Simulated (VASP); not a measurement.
# BN (P6_3mc) in VASP: G0W0 quasiparticle levels with PBE

Aim: the G0W0 quasiparticle levels of BN with PBE.

Everything below comes from runs of VASP 6.6.1. Logs are shortened: lines on timing, memory, paths and dates and some standing lists are left out, and cuts for length are marked.

## 1. The cell of the first run

The structure is hexagonal, space group P6_3mc (No. 186). The conventional cell has a = 2.544 Å, b = 2.544 Å, c = 4.208 Å, α = 90.00°, β = 90.00°, γ = 120.00°. Within 2.1 Å of B (site symmetry 3m) lie 4 N at 1.56 to 1.58 Å. Within 2.1 Å of N (site symmetry 3m) lie 4 B at 1.56 to 1.58 Å.

## 2. G0W0 quasiparticle levels, PBE

POSCAR reads:

```
BN
1.0
    2.5439499968      0.0000000000      0.0000000000
   -1.2719749984      2.2031253232      0.0000000000
    0.0000000000      0.0000000000      4.2078153299
B N
2 2
Direct
    0.3333333333      0.6666666667      0.0002034648
    0.6666666667      0.3333333333      0.5002034648
    0.3333333333      0.6666666667      0.3747965352
    0.6666666667      0.3333333333      0.8747965352
```

INCAR.step1 reads:

```
PREC = Accurate
ENCUT = 500
EDIFF = 1E-8
ISMEAR = 0
SIGMA = 0.01
LREAL = F
LASPH = T
NELM = 80
ALGO = Normal
LWAVE = T
LCHARG = F
GGA = PE
```

INCAR.step2 reads:

```
PREC = Accurate
ENCUT = 500
EDIFF = 1E-8
ISMEAR = 0
SIGMA = 0.01
LREAL = F
LASPH = T
NELM = 1
ALGO = Exact
LWAVE = T
LCHARG = F
GGA = PE
NBANDS = 96
LOPTICS = T
ISTART = 1
```

INCAR.step3 reads:

```
PREC = Accurate
ENCUT = 500
EDIFF = 1E-8
ISMEAR = 0
SIGMA = 0.01
LREAL = F
LASPH = T
ALGO = EVGW0
LWAVE = F
LCHARG = F
GGA = PE
NELMGW = 1
NBANDS = 96
ENCUTGW = 140.0
NOMEGA = 48
PRECFOCK = Fast
ISTART = 1
NBANDSGW = 16
```

KPOINTS reads:

```
Automatic mesh
0
Gamma
  6 6 4
```

Potentials or basis: VASP PAW PBE potentials, release 64 (B_GW, N_GW).

The run is started by

```console
$ cat potpaw_PBE.64/B_GW/POTCAR potpaw_PBE.64/N_GW/POTCAR > POTCAR
$ cp INCAR.step1 INCAR
$ mpirun -np 1 vasp_std > vasp.out
$ cp INCAR.step2 INCAR
$ mpirun -np 1 vasp_std > vasp.out
$ cp INCAR.step3 INCAR
$ mpirun -np 1 vasp_std > vasp.out
```

OUTCAR:

```text
PREC = Accurate
   ENCUT = 500
   EDIFF = 1E-8
   ISMEAR = 0
   LREAL = F
   LASPH = T
   GGA = PE
   NELMGW = 1
   ENCUTGW = 140.0
   PRECFOCK = Fast
   ISTART = 1

 ion  position               nearest neighbor table
   1  0.333  0.667  0.000-   4 1.56   4 1.56   4 1.56   3 1.58
   2  0.667  0.333  0.500-   3 1.56   3 1.56   3 1.56   4 1.58
   3  0.333  0.667  0.375-   2 1.56   2 1.56   2 1.56   1 1.58
   4  0.667  0.333  0.875-   1 1.56   1 1.56   1 1.56   2 1.58

  LATTYP: Found a hexagonal cell.
 ALAT       =     2.5439499968
 C/A-ratio  =     1.6540479708

  Lattice vectors:

 A1 = (   2.5439499968,   0.0000000000,   0.0000000000)
 A2 = (  -1.2719749984,   2.2031253232,   0.0000000000)
 A3 = (   0.0000000000,   0.0000000000,   4.2078153299)

Analysis of symmetry for initial positions (statically):
=====================================================================
 Subroutine PRICEL returns:
 Original cell was already a primitive cell.

 Routine SETGRP: Setting up the symmetry group for a
 hexagonal supercell.

 Subroutine GETGRP returns: Found 12 space group operations
 (whereof  6 operations were pure point group operations)
 out of a pool of 24 trial point group operations.

The static configuration has the point symmetry C_3v.
 The point group associated with its full space group is C_6v.

Analysis of symmetry for dynamics (positions and initial velocities):
=====================================================================
 Subroutine PRICEL returns:
 Original cell was already a primitive cell.

 Routine SETGRP: Setting up the symmetry group for a
 hexagonal supercell.

 Subroutine GETGRP returns: Found 12 space group operations
 (whereof  6 operations were pure point group operations)
 out of a pool of 24 trial point group operations.

The dynamic configuration has the point symmetry C_3v.
 The point group associated with its full space group is C_6v.

 Subroutine INISYM returns: Found 12 space group operations
 (whereof  6 operations are pure point group operations),
 and found     1 'primitive' translations

----------------------------------------------------------------------------------------

                                     Primitive cell

  volume of cell :      23.5833

  direct lattice vectors                    reciprocal lattice vectors
     2.543949997  0.000000000  0.000000000     0.393089487  0.226950321  0.000000000
    -1.271974998  2.203125323  0.000000000     0.000000000  0.453900643  0.000000000
     0.000000000  0.000000000  4.207815330     0.000000000  0.000000000  0.237653015

  length of vectors
     2.543949997  2.543949997  4.207815330     0.453900643  0.453900643  0.237653015

  position of ions in fractional coordinates (direct lattice)
     0.333333333  0.666666667  0.000203465
     0.666666667  0.333333333  0.500203465
     0.333333333  0.666666667  0.374796535
     0.666666667  0.333333333  0.874796535

  ion indices of the primitive-cell ions
   primitive index   ion index
                 1           1
                 2           2
                 3           3
                 4           4

----------------------------------------------------------------------------------------

 KPOINTS: Automatic mesh

Automatic generation of k-mesh.
 Grid dimensions read from file:
 generate k-points for:    6    6    4

 Generating k-lattice:

  Cartesian coordinates                     Fractional coordinates (reciprocal lattice)
     0.065514915  0.037825054  0.000000000     0.166666667 -0.000000000  0.000000000
     0.000000000  0.075650107  0.000000000     0.000000000  0.166666667  0.000000000
     0.000000000  0.000000000  0.059413254     0.000000000  0.000000000  0.250000000

  Length of vectors
     0.075650107  0.075650107  0.059413254

  Shift w.r.t. Gamma in fractional coordinates (k-lattice)
     0.000000000  0.000000000  0.000000000

 Subroutine IBZKPT returns following result:
 ===========================================

 Found     21 irreducible k-points:

 Following reciprocal coordinates:
            Coordinates               Weight
  0.000000  0.000000  0.000000      1.000000
  0.166667  0.000000  0.000000      6.000000
  0.333333 -0.000000  0.000000      6.000000
  0.500000  0.000000  0.000000      3.000000
  0.166667  0.166667  0.000000      6.000000
  0.333333  0.166667  0.000000     12.000000
[... 13 lines left out ...]
  0.333333  0.166667  0.500000     12.000000
  0.333333  0.333333  0.500000      2.000000
   k-points           NKPTS =     21   k-points in BZ     NKDIM =    144   number of bands    NBANDS=     96
   number of dos      NEDOS =    301   number of ions     NIONS =      4
   total plane-waves  NPLWV =  12800
   dimension x,y,z NGX =    20 NGY =   20 NGZ =   32
   dimension x,y,z NGXF=    40 NGYF=   40 NGZF=   64
   ions per type =               2   2
   NGX,Y,Z   is equivalent  to a cutoff of  13.07, 13.07, 12.64 a.u.
   NGXF,Y,Z  is equivalent  to a cutoff of  26.14, 26.14, 25.29 a.u.
 SYSTEM =  unknown system
   PREC   = accura    normal or accurate (medium, high low for compatibility)
   ISTART =      1    job   : 0-new  1-cont  2-samecut
   ICHARG =      0    charge: 1-file 2-atom 10-const
   ISPIN  =      1    spin polarized calculation?
   LNONCOLLINEAR =      F non collinear calculations
   LSORBIT =      F    spin-orbit coupling
   LASPH  =      T    aspherical Exc in radial PAW
   ENCUT  =  500.0 eV  36.75 Ry    6.06 a.u.   4.64  4.64  7.67*2*pi/ulx,y,z
   NELM   =     60;   NELMIN=  2; NELMDL=  0     # of ELM steps
   EDIFF  = 0.1E-07   stopping-criterion for ELM
   LREAL  =      F    real-space projection
   EDIFFG = 0.1E-06   stopping-criterion for IOM
   NSW    =      0    number of steps for IOM
   IBRION =     -1    ionic relax: 0-MD 1-quasi-New 2-CG
   NFREE  =      0    steps in history (QN), initial steepest desc. (CG)
   ISIF   =      0    stress and relaxation
   ISYM   =      3    0-nonsym 1-usesym 2-fastsym
   POTIM  = 0.5000    time-step for ionic-motion
   TEBEG  =    0.0;   TEEND  =   0.0 temperature during run
   PSTRESS=    0.0 pullay stress
   NELECT =      16.0000    total number of electrons
   NUPDOWN=      -1.0000    fix difference up-down
   EMIN   =  10.00;   EMAX   =-10.00  energy-range for DOS
   EFERMI =   0.00;   METHOD = LEGACY
   ISMEAR =     0;   SIGMA  =   0.01  broadening in eV -4-tet -1-fermi 0-gaus
   EFERMI_NEDOS =   21; number of points for ismear=-14 and -15
   IALGO  =     38    algorithm
   IMIX   =      4    mixing-type and parameters
     AMIX     =   0.40;   BMIX     =  1.00
     AMIX_MAG =   1.60;   BMIX_MAG =  1.00
  volume/ion in A,a.u.               =       5.90        39.79
  Fermi-wavevector in a.u.,A,eV,Ry     =   1.438512  2.718393 28.154745  2.069315
  Thomas-Fermi vector in A             =   2.557470
   LORBIT       =      0    0 simple, 1 ext, 2 COOP (PROOUT), +10 PAW based schemes
   GGA     = PE    functional components
   LHFCALC =     T    Hartree Fock is set to
   PRECFOCK=fast      Normal, Fast or Accurate (Low or Medium for compatibility)
   ENCUT4O =  -1.0   cutoff for four orbital integrals eV
   NKREDX  =     1    reduce k-point grid by
   NKREDY  =     1    reduce k-point grid by
   NKREDZ  =     1    reduce k-point grid by
   AEXX    =    1.0000 exact exchange contribution
   HFSCREEN=    0.0000 screening length (either q_TF or 0.3 A-1)
   HFSCREENC=   0.0000 screening length for correlation (either q_TF or 0.3 A-1)
   ENCUTFOCK=  -1.0 apply spherical cutoff to Coloumb kernel
   IVDW    =     0    specifies the selected vdW correction
   LEPSILON=     F    determine dielectric tensor
   LRPA    =     F    only Hartree local field effects (RPA)
   LRPAFORCE           =     F    calculate RPA forces
   ENCUTGW             = 140.0    cutoff for response function in eV
   ENCUTGWSOFT         = 112.0    soft cutoff for Coulomb kernel in GW response function in eV
   ENCUTLF             =  -1.0    cutoff for local field effects
   NELMGW              =     1    number of iterations in solving QP/BSE equation
   NELMHF              =     1    number of iterations in the inner HF iteration
   NKREDLFX            =     1    NKREDLFY  =   1   NKREDLFZ  =   1
 non-spin polarized calculation
 Gauss-broadening in eV      SIGMA  =   0.01
  energy-cutoff  :      500.00
  volume of cell :       23.58
 maximum number of plane-waves:       609
 NGX is ok and might be reduce to    20
  NGX = 12; NGY = 12; NGZ = 20
   NGX =  9   NGY =  9   NGZ = 15
 maximum number of plane-waves:        99
 NGX is ok and might be reduce to    10

 QP shifts <psi_nk| G(iteration)W_0 |psi_nk>: iteration 1
 for sc-GW calculations column KS-energies equals QP-energies in previous step
 and V_xc(KS)=  KS-energies - (<T + V_ion + V_H > + <T+V_H+V_ion>^1  + <V_x>^1)

 k-point   1 :       0.0000    0.0000    0.0000
  band No.  KS-energies  QP-energies   sigma(KS)   V_xc(KS)     V^pw_x(r,r')   Z            occupation Imag(sigma)

      1     -12.7893     -14.7609     -18.0236     -15.5003     -26.5187       0.7814       2.0000       1.4689
      2      -8.6263     -10.2293     -18.9453     -16.8460     -26.7663       0.7635       2.0000       0.9334
      3      -3.3002      -4.8801     -16.5288     -14.4702     -21.6944       0.7675       2.0000       0.2881
      4       5.5106       4.5899     -18.5294     -17.4026     -21.6437       0.8171       2.0000       0.0982
      5       5.5106       4.5899     -18.5294     -17.4026     -21.6437       0.8171       2.0000       0.0982
      6       7.3721       6.6682     -19.0516     -18.1977     -21.7359       0.8244       2.0000       0.0841
[... 8 lines left out ...]
     15      19.5634      21.1822     -12.6996     -14.6805      -6.9880       0.8172       0.0000      -0.1385
     16      23.8962      25.5939     -14.2920     -16.4712      -7.3973       0.7791       0.0000      -0.2514

 k-point   2 :       0.1667    0.0000    0.0000
  band No.  KS-energies  QP-energies   sigma(KS)   V_xc(KS)     V^pw_x(r,r')   Z            occupation Imag(sigma)

      1     -12.1887     -14.0969     -18.0527     -15.6038     -26.4435       0.7792       2.0000       1.3916
      2      -8.1779      -9.7535     -19.0528     -16.9820     -26.7705       0.7609       2.0000       0.8654
      3      -2.7059      -4.2604     -16.6007     -14.5811     -21.5813       0.7697       2.0000       0.2585
      4       3.1496       1.9700     -17.9279     -16.4674     -21.5016       0.8077       2.0000       0.1212
      5       4.5618       3.5480     -18.2033     -16.9591     -21.4762       0.8148       2.0000       0.1055
      6       5.6479       4.7202     -18.7823     -17.6474     -21.9348       0.8174       2.0000       0.0992
[... 8 lines left out ...]
     15      21.1577      22.8824     -13.0895     -15.2300      -6.9861       0.8058       0.0000      -0.1651
     16      22.9971      24.4401     -13.1556     -14.9623      -6.8766       0.7988       0.0000      -0.2027
[... 348 lines left out ...]
      5       2.0657       0.8140     -17.4609     -15.9046     -21.1949       0.8042       2.0000       0.1332
      6       2.0657       0.8140     -17.4609     -15.9046     -21.1949       0.8042       2.0000       0.1332
[... 8 lines left out ...]
     15      23.8992      25.6757     -14.0439     -16.3166      -7.1736       0.7817       0.0000      -0.2416
     16      23.8992      25.6757     -14.0439     -16.3166      -7.1736       0.7817       0.0000      -0.2416

 k-point  21 :       0.3333    0.3333    0.5000
  band No.  KS-energies  QP-energies   sigma(KS)   V_xc(KS)     V^pw_x(r,r')   Z            occupation Imag(sigma)

      1      -7.3254      -8.8347     -19.3323     -17.3351     -26.8692       0.7557       2.0000       0.7549
      2      -7.3254      -8.8347     -19.3323     -17.3351     -26.8692       0.7557       2.0000       0.7549
      3      -1.2109      -2.7797     -17.3600     -15.3459     -22.1356       0.7789       2.0000       0.2117
      4      -1.2109      -2.7797     -17.3600     -15.3459     -22.1356       0.7789       2.0000       0.2117
      5      -0.1118      -1.5012     -16.6705     -14.9199     -20.7948       0.7937       2.0000       0.1694
      6      -0.1118      -1.5012     -16.6705     -14.9199     -20.7948       0.7937       2.0000       0.1694
[... 8 lines left out ...]
     15      24.3505      26.1605     -14.1444     -16.4811      -7.0311       0.7746       0.0000      -0.2646
     16      24.3505      26.1605     -14.1444     -16.4811      -7.0311       0.7746       0.0000      -0.2646
```

Wall time 8 min (1 thread of Intel Xeon 8259CL, shared host); peak memory 0.35 GiB.

Results:

```
Band gap on the k mesh, mean-field level : 5.19 eV, indirect (least direct gap 8.32 eV)
Quasiparticle gap                        : 6.61 eV
Least direct quasiparticle gap           : 10.20 eV
```

Caveat: the k points lie up to 0.48 Å⁻¹ apart; bands, screening cutoff and mesh are small and nothing is extrapolated, so the quasiparticle values aren't converged.
